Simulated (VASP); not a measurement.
# Zn8O7 (a cell with a defect) in VASP: a series of runs, part 2 of 2

VASP 6.6.1. Earlier steps stand in the parts before.

## 3. Single point, PBE

Input file INCAR:

```
SYSTEM = Zn8O7
PREC     = Accurate       ! precision mode
ENCUT    = 520            ! plane-wave cutoff, eV
EDIFF    = 1E-7           ! SCF threshold, eV
ISMEAR   = 0              ! smearing method
SIGMA    = 0.05           ! smearing width, eV
LREAL    = Auto         
LASPH    = .True.         ! aspherical terms in the spheres
NELM     = 100            ! most SCF steps
ALGO     = Normal         ! electronic algorithm
ISIF     = 2              ! what is computed and relaxed
LWAVE    = .False.        ! write WAVECAR
LCHARG   = .False.        ! write CHGCAR
GGA      = PE             ! functional
NBANDS   = 82             ! bands
NELECT   = 136.0
```

Input file KPOINTS:

```
Automatic mesh
0
Gamma
  4 4 4
  0 0 0
```

Input file POSCAR:

```
Zn8O7
1.0
   -3.2794753222      0.0000000000     -5.2931304608
   -3.2794753222      0.0000000000      5.2931304608
    3.2794753222      5.6802178802      0.0000000000
Zn O
8 7
Direct
    0.7070881531      0.5858461008      0.3557520227
    0.1565332489      0.1578492943      0.3505395465
    0.6495654773      0.6597671907      0.8401545681
    0.0955603579      0.1299490814      0.7916710406
    0.0784445274      0.6148146436      0.1488492198
    0.6251379072      0.0873895897      0.1249466156
    0.1183128344      0.5914192538      0.6703513985
    0.5806111679      0.1271504006      0.6473836176
    1.0113676004      0.3829882274      0.3221059541
    0.4968857481      0.8768038353      0.7985603890
    0.9817414599      0.3734700364      0.8337134420
    0.8464591337      0.7568486464      0.1799450341
    0.4286606342      0.0874411964      0.3028149688
    0.8919120966      0.7504364603      0.6874070823
    0.3686180895      0.2809270712      0.6958049996
```

Potentials or basis: VASP PAW PBE potentials, release 64 (Zn, O).

The run is started by

```bash
$ cat potpaw_PBE.64/Zn/POTCAR potpaw_PBE.64/O/POTCAR > POTCAR
$ mpirun -np 1 vasp_std > vasp.out
```

OUTCAR:

```text
SYSTEM = Zn8O7
   PREC = Accurate
   ENCUT = 520
   EDIFF = 1E-7
   ISMEAR = 0
   LREAL = Auto
   LASPH = .True.
   NELM = 100
   ISIF = 2
   GGA = PE
   NELECT = 136.0

 ion  position               nearest neighbor table
   1  0.707  0.586  0.356-  14 1.89  12 1.89   6 2.81   7 2.81   5 2.94
   2  0.157  0.158  0.351-   9 2.00  13 2.01  15 2.02  12 2.08   8 2.96   6 3.02   5 3.04
   3  0.650  0.660  0.840-  15 1.95  14 1.98  10 2.00  12 2.01   6 2.91   7 2.99   8 3.00
   4  0.096  0.130  0.792-  15 1.90  14 1.92  11 1.93
   5  0.078  0.615  0.149-  11 1.95  12 2.03   9 2.03  13 2.45   1 2.94   2 3.04
   6  0.625  0.087  0.125-  13 1.90  10 1.90   9 2.00   1 2.81   3 2.91   2 3.02
   7  0.118  0.591  0.670-  10 1.96  11 1.98   9 2.05  14 2.06   1 2.81   3 2.99
   8  0.581  0.127  0.647-  15 1.99  10 2.01  11 2.02  13 2.11   2 2.96   3 3.00
   9  0.011  0.383  0.322-   2 2.00   6 2.00   5 2.03   7 2.05
  10  0.497  0.877  0.799-   6 1.90   7 1.96   3 2.00   8 2.01
  11  0.982  0.373  0.834-   4 1.93   5 1.95   7 1.98   8 2.02
[... 2221 lines left out ...]

  FORCE on cell =-STRESS in cart. coord.  units (eV):
  Direction    XX          YY          ZZ          XY          YZ          ZX
  --------------------------------------------------------------------------------------
  -------------------------------------------------------------------------------------
  Total      -13.0300407     -9.1821172     -9.3996468      0.2711756      1.2666343      2.7523854
  in kB     -105.8630493    -74.6004516    -76.3677796      2.2031761     10.2908178     22.3618571
  external PRESSURE =     -85.6104269 kB  Pullay stress =       0.0000000 kB

 VOLUME and BASIS-vectors are now :
 -----------------------------------------------------------------------------
  energy-cutoff  :      520.00
  volume of cell :      197.20
      direct lattice vectors                 reciprocal lattice vectors
    -3.279475322  0.000000000 -5.293130461    -0.152463413  0.088024792 -0.094462059
    -3.279475322  0.000000000  5.293130461    -0.152463413  0.088024792  0.094462059
     3.279475322  5.680217880  0.000000000     0.000000000  0.176049585  0.000000000

 POSITION                                       TOTAL-FORCE (eV/Angst)
 -----------------------------------------------------------------------------------
     -3.07347      2.02075     -0.64175         0.008453     -0.033835      0.020718
      0.11858      1.99114      0.00697        -0.005504     -0.027275      0.025672
     -1.53866      4.77226      0.05400         0.015922     -0.003472      0.043480
      1.85671      4.49686      0.18202         0.038064      0.002873      0.028243
     -1.78538      0.84550      2.83908        -0.141052      0.063489     -0.006999
     -1.92696      0.70972     -2.84637        -0.028407      0.044581     -0.017302
     -0.12915      3.80774      2.50421         0.008156     -0.005701      0.007705
     -0.19801      3.67728     -2.40023         0.004258     -0.060927     -0.012819
     -0.23694      1.82963      1.96704        -0.077946     -0.001468      0.015496
     -1.88612      4.53600      2.01096        -0.049761     -0.036019      0.017292
     -1.71024      4.73567     -3.21966         0.008079      0.000483      0.039225
     -4.66788      1.02213     -0.47432        -0.086881     -0.057384      0.065448
     -0.69947      1.72006     -1.80612         0.270070      0.064767     -0.215247
     -3.13171      3.90462     -0.74885         0.040759      0.052806     -0.018471
      0.15171      3.95232     -0.46416        -0.004210     -0.002918      0.007560
 -----------------------------------------------------------------------------------
    total drift:                               -0.001105     -0.001019     -0.015244

  FREE ENERGIE OF THE ION-ELECTRON SYSTEM (eV)
  ---------------------------------------------------
  free  energy   TOTEN  =       -64.8696805277 eV

  energy  without entropy=      -64.8689156262  energy(sigma->0) =      -64.86929808
```

OSZICAR:

```text
N       E                     dE             d eps       ncg     rms          rms(c)
DAV:   1     0.160970044062E+04    0.16097E+04   -0.63168E+04  5912   0.238E+03
DAV:   2     0.259394615222E+03   -0.13503E+04   -0.12864E+04  5904   0.602E+02
DAV:   3    -0.459925889258E+02   -0.30539E+03   -0.29423E+03  6296   0.236E+02
DAV:   4    -0.754135734487E+02   -0.29421E+02   -0.29043E+02  6654   0.772E+01
[... 11 lines left out ...]
DAV:  16    -0.648696817494E+02   -0.13075E-04   -0.88829E-05  7454   0.741E-02    0.200E-02
DAV:  17    -0.648696835223E+02   -0.17729E-05   -0.13920E-05  6424   0.464E-02    0.161E-02
DAV:  18    -0.648696809789E+02    0.25435E-05   -0.69116E-06  7320   0.184E-02    0.822E-03
DAV:  19    -0.648696806090E+02    0.36990E-06   -0.34568E-06  6444   0.114E-02    0.375E-03
DAV:  20    -0.648696805277E+02    0.81302E-07   -0.61362E-07  6084   0.128E-02
   1 F= -.64869681E+02 E0= -.64869298E+02  d E =-.764901E-03
```

It took 20 min on 1 thread of Intel Xeon Platinum 8488C (Sapphire Rapids), shared host; peak memory 0.54 GiB.

What came out:

- Free energy: -64.8697 eV
- Largest force: 0.351 eV/Å

Forces in eV/Å, atoms in the order of the input:
```
Zn   0.008 -0.034  0.021
Zn  -0.006 -0.027  0.026
Zn   0.016 -0.003  0.043
Zn   0.038  0.003  0.028
Zn  -0.141  0.063 -0.007
Zn  -0.028  0.045 -0.017
Zn   0.008 -0.006  0.008
Zn   0.004 -0.061 -0.013
O   -0.078 -0.001  0.015
O   -0.050 -0.036  0.017
O    0.008  0.000  0.039
O   -0.087 -0.057  0.065
O    0.270  0.065 -0.215
O    0.041  0.053 -0.018
O   -0.004 -0.003  0.008
```

Levels at points of the mesh, in eV from the Fermi level:
| k point | band 66 | band 67 | band 68 | band 69 | band 70 | band 71 |
| --- | --- | --- | --- | --- | --- | --- |
| (0.00, 0.00, 0.00) | -0.37 | -0.14 | -0.02 | 0.02 | 3.70 | 4.39 |
| (0.50, 0.00, 0.00) | -0.70 | -0.59 | -0.28 | 2.26 | 2.77 | 4.48 |
| (0.00, 0.50, 0.50) | -0.55 | -0.45 | -0.30 | 2.29 | 3.02 | 3.98 |
| (0.00, 0.50, 0.00) | -0.75 | -0.62 | -0.30 | 2.33 | 3.00 | 3.96 |
| (0.50, 0.00, 0.50) | -0.59 | -0.46 | -0.30 | 2.16 | 2.87 | 4.58 |
| (0.50, 0.50, 0.00) | -0.54 | -0.43 | -0.23 | 2.06 | 2.68 | 4.29 |
| (0.00, 0.00, 0.50) | -0.61 | -0.26 | -0.20 | 1.77 | 2.81 | 4.61 |
| (0.50, 0.50, 0.50) | -0.77 | -0.72 | -0.46 | 2.60 | 3.46 | 3.84 |

Caveat: the cell carries a net charge on a neutralising background, which shifts energy and pressure; the cell is charged against a uniform background, so pressure and absolute levels hang on convention.
